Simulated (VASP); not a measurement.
Here is a VASP 6.6.1 calculation.

Contents of INCAR:

```
ALGO = Normal
EDIFF = 1E-6
ENCUT = 520
GGA = PE
ISIF = 2
ISMEAR = -1
LASPH = True
LCHARG = False
LREAL = False
LWAVE = False
NBANDS = 8
NELM = 100
PREC = Accurate
SIGMA = 0.1
```

KPOINTS

```
k-points
0
Gamma
  15 15 14
```

File POSCAR:

```
As
1.0
    2.9303729065      0.0000000000      0.0000000000
   -1.4651864532      2.5377773796      0.0000000000
    0.0000000000      0.0000000000      2.7531494373
As
1
Direct
    0.0000000000      0.0000000000      0.0000000000
```

Potentials or basis: VASP PAW PBE potentials, release 64 (As).

Command:

```sh
$ cat potpaw_PBE.64/As/POTCAR > POTCAR
$ mpirun -np 1 vasp_std > vasp.out
```

**Question.** Predict the pressure.

**Answer.** -1.4 GPa.
